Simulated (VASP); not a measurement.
# As (R-3m) in VASP: settings compared

As is run at these levels: PBEsol, r2SCAN; tasks: single point.

All numbers are computed with VASP 6.6.1; they aren't measurements. Logs are shortened: lines on timing, memory, paths and dates and some standing lists are left out, and cuts for length are marked.

## (1) The cell of the first run

The structure is trigonal, space group R-3m (No. 166). Conventional cell: a = 3.780 Å, b = 3.780 Å, c = 10.108 Å, α = 90.00°, β = 90.00°, γ = 120.00°. As (site symmetry 3m) has 6 As at 2.53 to 3.02 Å within 3.3 Å.

## (2) Single point, PBEsol

Input file INCAR:

```
ALGO = Normal
EDIFF = 1E-7
ENCUT = 520
GGA = PS
ISIF = 2
ISMEAR = -1
LASPH = True
LCHARG = True
LELF = True
LREAL = False
LVHAR = True
LWAVE = False
NBANDS = 12
NELM = 80
PREC = Accurate
SIGMA = 0.05
```

Input file KPOINTS:

```
k-points
0
Gamma
  10 10 10
```

Input file POSCAR:

```
As
1.0
    1.8902240000      1.0913210000      3.3693110000
   -1.8902240000      1.0913210000      3.3693110000
    0.0000000000     -2.1826420000      3.3693110000
As
2
Direct
    0.2302190000      0.2302190000      0.2302190000
    0.7697810000      0.7697810000      0.7697810000
```

Potentials or basis: VASP PAW PBE potentials, release 64 (As).

Launch:

```console
> cat potpaw_PBE.64/As/POTCAR > POTCAR
> mpirun -np 1 vasp_std > vasp.out
```

OUTCAR:

```text
EDIFF = 1E-7
   ENCUT = 520
   GGA = PS
   ISIF = 2
   ISMEAR = -1
   LASPH = True
   LREAL = False
   NELM = 80
   PREC = Accurate

 ion  position               nearest neighbor table
   1  0.230  0.230  0.230-   2 2.53   2 2.53   2 2.53
   2  0.770  0.770  0.770-   1 2.53   1 2.53   1 2.53

  LATTYP: Found a trigonal (rhomboedric) cell.
 ALAT       =     4.0144968439
 COS(alpha) =     0.5566014177

  Lattice vectors:

 A1 = (   1.8902240000,   1.0913210000,   3.3693110000)
 A2 = (  -1.8902240000,   1.0913210000,   3.3693110000)
 A3 = (   0.0000000000,  -2.1826420000,   3.3693110000)

Analysis of symmetry for initial positions (statically):
=====================================================================
 Subroutine PRICEL returns:
 Original cell was already a primitive cell.

 Routine SETGRP: Setting up the symmetry group for a
 trigonal (rhombohedral) supercell.

 Subroutine GETGRP returns: Found 12 space group operations
 (whereof 12 operations were pure point group operations)
 out of a pool of 12 trial point group operations.

The static configuration has the point symmetry D_3d.

Analysis of symmetry for dynamics (positions and initial velocities):
=====================================================================
 Subroutine PRICEL returns:
 Original cell was already a primitive cell.

 Routine SETGRP: Setting up the symmetry group for a
 trigonal (rhombohedral) supercell.

 Subroutine GETGRP returns: Found 12 space group operations
 (whereof 12 operations were pure point group operations)
 out of a pool of 12 trial point group operations.

The dynamic configuration has the point symmetry D_3d.

 Subroutine INISYM returns: Found 12 space group operations
 (whereof 12 operations are pure point group operations),
 and found     1 'primitive' translations

----------------------------------------------------------------------------------------

                                     Primitive cell

  volume of cell :      41.7021

  direct lattice vectors                    reciprocal lattice vectors
     1.890224000  1.091321000  3.369311000     0.264518914  0.152720113  0.098932195
    -1.890224000  1.091321000  3.369311000    -0.264518914  0.152720113  0.098932195
     0.000000000 -2.182642000  3.369311000     0.000000000 -0.305440226  0.098932195

  length of vectors
     4.014496844  4.014496844  4.014496571     0.321062717  0.321062717  0.321062784

  position of ions in fractional coordinates (direct lattice)
     0.230219000  0.230219000  0.230219000
     0.769781000  0.769781000  0.769781000

  ion indices of the primitive-cell ions
   primitive index   ion index
                 1           1
                 2           2

----------------------------------------------------------------------------------------

 KPOINTS: k-points

Automatic generation of k-mesh.
 Grid dimensions read from file:
 generate k-points for:   10   10   10

 Generating k-lattice:

  Cartesian coordinates                     Fractional coordinates (reciprocal lattice)
     0.026451891  0.015272011  0.009893220     0.100000000  0.000000000  0.000000000
    -0.026451891  0.015272011  0.009893220     0.000000000  0.100000000  0.000000000
     0.000000000 -0.030544023  0.009893220     0.000000000  0.000000000  0.100000000

  Length of vectors
     0.032106272  0.032106272  0.032106278

  Shift w.r.t. Gamma in fractional coordinates (k-lattice)
     0.000000000  0.000000000  0.000000000

 Subroutine IBZKPT returns following result:
 ===========================================

 Found    116 irreducible k-points:

 Following reciprocal coordinates:
            Coordinates               Weight
  0.000000  0.000000  0.000000      1.000000
  0.100000  0.000000  0.000000      6.000000
  0.200000  0.000000  0.000000      6.000000
  0.300000  0.000000 -0.000000      6.000000
  0.400000  0.000000  0.000000      6.000000
  0.500000  0.000000  0.000000      3.000000
[... 16 lines left out ...]
  0.300000  0.300000 -0.000000      6.000000
  0.400000  0.300000  0.000000     12.000000
 [... further k-points ...]
   k-points           NKPTS =    116   k-points in BZ     NKDIM =    116   number of bands    NBANDS=     12
   number of dos      NEDOS =    301   number of ions     NIONS =      2
   total plane-waves  NPLWV =  27000
   dimension x,y,z NGX =    30 NGY =   30 NGZ =   30
   dimension x,y,z NGXF=    60 NGYF=   60 NGZF=   60
   ions per type =               2
   NGX,Y,Z   is equivalent  to a cutoff of  12.42, 12.42, 12.42 a.u.
   NGXF,Y,Z  is equivalent  to a cutoff of  24.85, 24.85, 24.85 a.u.
 SYSTEM =  unknown system
   PREC   = accura    normal or accurate (medium, high low for compatibility)
   ISTART =      0    job   : 0-new  1-cont  2-samecut
   ICHARG =      2    charge: 1-file 2-atom 10-const
   ISPIN  =      1    spin polarized calculation?
   LNONCOLLINEAR =      F non collinear calculations
   LSORBIT =      F    spin-orbit coupling
   LASPH  =      T    aspherical Exc in radial PAW
   ENCUT  =  520.0 eV  38.22 Ry    6.18 a.u.   7.46  7.46  7.46*2*pi/ulx,y,z
   NELM   =     80;   NELMIN=  2; NELMDL= -5     # of ELM steps
   EDIFF  = 0.1E-06   stopping-criterion for ELM
   LREAL  =      F    real-space projection
   EDIFFG = 0.1E-05   stopping-criterion for IOM
   NSW    =      0    number of steps for IOM
   IBRION =     -1    ionic relax: 0-MD 1-quasi-New 2-CG
   NFREE  =      0    steps in history (QN), initial steepest desc. (CG)
   ISIF   =      2    stress and relaxation
   ISYM   =      2    0-nonsym 1-usesym 2-fastsym
   POTIM  = 0.5000    time-step for ionic-motion
   TEBEG  =    0.0;   TEEND  =   0.0 temperature during run
   PSTRESS=    0.0 pullay stress
   NELECT =      10.0000    total number of electrons
   NUPDOWN=      -1.0000    fix difference up-down
   EMIN   =  10.00;   EMAX   =-10.00  energy-range for DOS
   EFERMI =   0.00;   METHOD = LEGACY
   ISMEAR =    -1;   SIGMA  =   0.05  broadening in eV -4-tet -1-fermi 0-gaus
   EFERMI_NEDOS =   21; number of points for ismear=-14 and -15
   IALGO  =     38    algorithm
   IMIX   =      4    mixing-type and parameters
     AMIX     =   0.40;   BMIX     =  1.00
     AMIX_MAG =   1.60;   BMIX_MAG =  1.00
  volume/ion in A,a.u.               =      20.85       140.71
  Fermi-wavevector in a.u.,A,eV,Ry     =   1.017081  1.922004 14.074592  1.034453
  Thomas-Fermi vector in A             =   2.150461
   LORBIT       =      0    0 simple, 1 ext, 2 COOP (PROOUT), +10 PAW based schemes
   GGA     = PS    functional components
   LHFCALC =     F    Hartree Fock is set to
   AEXX    =    0.0000 exact exchange contribution
   IVDW    =     0    specifies the selected vdW correction
   LEPSILON=     F    determine dielectric tensor
   LRPA    =     F    only Hartree local field effects (RPA)
 non-spin polarized calculation
  energy-cutoff  :      520.00
  volume of cell :       41.70
 maximum number of plane-waves:      1134
 NGX is ok and might be reduce to    30
   NGX = 15   NGY = 15   NGZ = 15

 number of electron      10.0000000 magnetization

 Free energy of the ion-electron system (eV)
  ---------------------------------------------------
  ext. energy  EPLUGINS =         0.00000000
  ---------------------------------------------------
  free energy    TOTEN  =       -10.22199478 eV

  energy without entropy =      -10.22066722  energy(sigma->0) =      -10.22133100

 E-fermi :   5.6449     XC(G=0): -10.2725

 val. band max:        5.6096755800   @ k =   0.4000   0.3000   0.3000
 cond. band min:       5.7174102639   @ k =   0.4000   0.1000   0.1000
 fundamental gap:      0.1077346838
 Fermi energy:         5.6449463784

 k-point     1 :       0.0000    0.0000    0.0000
  band No.  band energies     occupation
      1      -9.5212      2.00000
      2       0.0815      2.00000
      3       3.2433      2.00000
      4       3.5703      2.00000
      5       3.5703      2.00000
      6       7.7221      0.00000
      7       8.7612      0.00000
      8       8.7612      0.00000
      9      12.0922      0.00000
     10      12.0922      0.00000
     11      12.4951      0.00000
     12      14.1579      0.00000

 k-point     2 :       0.1000    0.0000    0.0000
  band No.  band energies     occupation
      1      -9.3854      2.00000
      2      -0.4783      2.00000
      3       3.2651      2.00000
      4       3.5026      2.00000
      5       3.6965      2.00000
      6       7.8125      0.00000
      7       8.4563      0.00000
      8       8.5386      0.00000
      9      11.4462      0.00000
     10      12.0346      0.00000
     11      12.0423      0.00000
     12      15.0601      0.00000

 k-point     3 :       0.2000    0.0000    0.0000
  band No.  band energies     occupation
      1      -8.9806      2.00000
      2      -1.7511      2.00000
      3       3.1688      2.00000
      4       3.3469      2.00000
      5       4.0774      2.00000
      6       7.4253      0.00000
      7       7.8290      0.00000
      8       7.9183      0.00000
      9      11.3335      0.00000
     10      12.0241      0.00000
     11      12.5876      0.00000
     12      16.9388      0.00000
[... 286 lines left out ...]
 k-point    23 :       0.3000    0.3000   -0.0000
  band No.  band energies     occupation
      1      -8.0677      2.00000
      2      -2.6581      2.00000
      3       0.9748      2.00000
      4       1.9364      2.00000
      5       2.5645      2.00000
      6       7.6731      0.00000
      7       9.4143      0.00000
      8      10.3948      0.00000
      9      11.4736      0.00000
     10      14.8347      0.00000
     11      15.2515      0.00000
     12      16.7220      0.00000

 k-point    24 :       0.4000    0.3000    0.0000
  band No.  band energies     occupation
      1      -7.5152      2.00000
      2      -3.3261      2.00000
      3       0.3787      2.00000
      4       1.6454      2.00000
      5       2.1617      2.00000
      6       7.9244      0.00000
      7      10.2194      0.00000
      8      10.5310      0.00000
      9      11.1692      0.00000
     10      16.2460      0.00000
     11      16.5317      0.00000
     12      17.3887      0.00000

 [... further k-points ...]

------------------------ aborting loop because EDIFF is reached ----------------------------------------

  FORCE on cell =-STRESS in cart. coord.  units (eV):
  Direction    XX          YY          ZZ          XY          YZ          ZX
  --------------------------------------------------------------------------------------
  -------------------------------------------------------------------------------------
  Total        0.1269607      0.1269606      0.0351209      0.0000000      0.0000000      0.0000000
  in kB        4.8777756      4.8777726      1.3493302      0.0000000      0.0000000      0.0000000
  external PRESSURE =       3.7016261 kB  Pullay stress =       0.0000000 kB

 VOLUME and BASIS-vectors are now :
 -----------------------------------------------------------------------------
  energy-cutoff  :      520.00
  volume of cell :       41.70
      direct lattice vectors                 reciprocal lattice vectors
     1.890224000  1.091321000  3.369311000     0.264518914  0.152720113  0.098932195
    -1.890224000  1.091321000  3.369311000    -0.264518914  0.152720113  0.098932195
     0.000000000 -2.182642000  3.369311000     0.000000000 -0.305440226  0.098932195

 POSITION                                       TOTAL-FORCE (eV/Angst)
 -----------------------------------------------------------------------------------
      0.00000      0.00000      2.32704         0.000000     -0.000000      0.035801
      0.00000      0.00000      7.78089         0.000000      0.000000     -0.035801
 -----------------------------------------------------------------------------------
    total drift:                               -0.000000     -0.000000      0.000000

  FREE ENERGIE OF THE ION-ELECTRON SYSTEM (eV)
  ---------------------------------------------------
  free  energy   TOTEN  =       -10.2219947831 eV

  energy  without entropy=      -10.2206672185  energy(sigma->0) =      -10.22133100
```

Wall time 90 s (1 thread of Intel Xeon 8259CL, shared host); peak memory 0.2 GiB.

What came out:

```yaml
Free_energy: -10.2220 eV
Pressure: 0.4 GPa
Largest_force: 0.036 eV/Å
Band_gap_on_the_k_mesh: zero (bands 5 and 6 overlap by 0.26 eV)
```

Forces on the atoms (eV/Å):
```
As   0.000  0.000  0.036
As   0.000  0.000 -0.036
```

Stress tensor (GPa, compression positive):
```
0.49 0.00 0.00
0.00 0.49 0.00
0.00 0.00 0.13
```

Caveat: the PAW data sets were made with another functional, which shifts forces and pressure a little.

## (3) Single point, r2SCAN

POSCAR is that of step 2.

Input file INCAR.step1:

```
SYSTEM = As
PREC     = Accurate       ! precision mode
ENCUT    = 520            ! plane-wave cutoff, eV
ISMEAR   = -1             ! smearing method
SIGMA    = 0.05           ! smearing width, eV
LREAL    = .FALSE.        ! projectors in reciprocal space
LASPH    = .TRUE.         ! aspherical terms in the spheres
NELM     = 60             ! most SCF steps
NBANDS   = 12             ! bands
GGA      = PE             ! functional
ALGO     = Normal         ! electronic algorithm
EDIFF    = 1E-4           ! SCF threshold, eV
LWAVE    = .TRUE.         ! write WAVECAR
LCHARG   = .FALSE.        ! write CHGCAR
```

Input file INCAR.step2:

```
SYSTEM = As
PREC     = Accurate       ! precision mode
ENCUT    = 520            ! plane-wave cutoff, eV
EDIFF    = 1E-7           ! SCF threshold, eV
ISMEAR   = -1             ! smearing method
SIGMA    = 0.05           ! smearing width, eV
LREAL    = .FALSE.        ! projectors in reciprocal space
LASPH    = .TRUE.         ! aspherical terms in the spheres
NELM     = 60             ! most SCF steps
ALGO     = Normal         ! electronic algorithm
ISIF     = 2              ! what is computed and relaxed
LWAVE    = .FALSE.        ! write WAVECAR
LCHARG   = .FALSE.        ! write CHGCAR
METAGGA  = R2SCAN         ! meta-GGA
LMIXTAU  = .TRUE.       
NBANDS   = 12             ! bands
ISTART   = 1
```

Input file KPOINTS:

```
regular mesh
0
G
  10 10 10
  0 0 0
```

Potentials or basis: VASP PAW PBE potentials, release 64 (As).

Launch:

```console
> cat potpaw_PBE.64/As/POTCAR > POTCAR
> cp INCAR.step1 INCAR
> mpirun -np 1 vasp_std > vasp.out
> cp INCAR.step2 INCAR
> mpirun -np 1 vasp_std > vasp.out
```

Wall time 6.9 min (1 thread of Intel Xeon 8259CL, shared host); peak memory 0.2 GiB.

It converged, with:

```yaml
Free_energy: -29.3588 eV
Pressure: 1.7 GPa
Largest_force: 0.213 eV/Å
Band_gap_on_the_k_mesh: zero (bands 5 and 6 overlap by 0.25 eV)
```

Forces in eV/Å, atoms in the order of the input:
```
As   0.000  0.000 -0.213
As   0.000  0.000  0.213
```

Stress tensor (GPa, compression positive):
```
1.41 0.00 0.00
0.00 1.41 0.00
0.00 0.00 2.32
```

Levels at points of the mesh, in eV from the Fermi level:
```
           k point  band 3  band 4  band 5  band 6  band 7  band 8
(0.00, 0.00, 0.00)   -2.72   -2.42   -2.42    2.10    3.13    3.13
(0.50, 0.00, 0.00)   -2.94   -2.74   -0.47   -0.25    0.32    0.83
(0.50, 0.50, 0.00)   -6.71   -4.74   -4.70    1.73    5.86    7.04
(0.50, 0.50, 0.50)   -2.02   -2.02   -0.57    0.25    0.25    1.62
```

Caveat: the PAW data sets were made with another functional, which shifts forces and pressure a little.

The gap in the log of VASP goes by the Fermi energy; the results here count the filled bands.